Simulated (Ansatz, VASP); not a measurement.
# Sn2Te: VASP beside Ansatz

```
CELL_PARAMETERS angstrom
0.00000 5.04920 5.58019
3.12106 0.00000 5.58019
3.12106 5.04920 0.00000
ATOMIC_POSITIONS crystal
Sn 0.07638 0.42362 0.07638
Sn 0.42362 0.07638 0.42362
Sn 0.17362 0.82638 0.17362
Sn 0.82638 0.17362 0.82638
Te 0.75000 0.75000 0.75000
Te 0.50000 0.50000 0.50000
```

Change from the starting cell: species swapped into the Ga2Os type (Fddd, No. 70).

Alike in both runs: functional PBE; k mesh 4 × 4 × 4; occupations gaussian, width 0.2 eV; no spin polarisation.

Ansatz relaxed the structure, and its values are those at the end. VASP's run is a single point on that final structure, the one shown.

```csv
,VASP,Ansatz
version,VASP 6.6.1,Ansatz 0.2.0
potentials or method,"VASP PAW PBE potentials, release 64 (Sn_d, Te), cutoff 520 eV","scalar-relativistic, plane waves, PAW"
valence electrons in the cell,68,88
```

```csv
,VASP,Ansatz,Ansatz less VASP
gap on the k mesh at the Fermi level (eV),none,none,-
pressure (GPa),-0.2,-0.2,+0.02
rms of the force components (eV/Å),0.011,0.012,+0.0004
```

A gap of «none» marks a metal or a gap that the smearing closes. With one functional, cell and mesh, what is left measures potentials, basis and numerics. VASP's potentials hold 68 valence electrons a cell and Ansatz's 88, so a difference there can come from the potentials and not from the codes.

Spin-orbit coupling is off throughout.
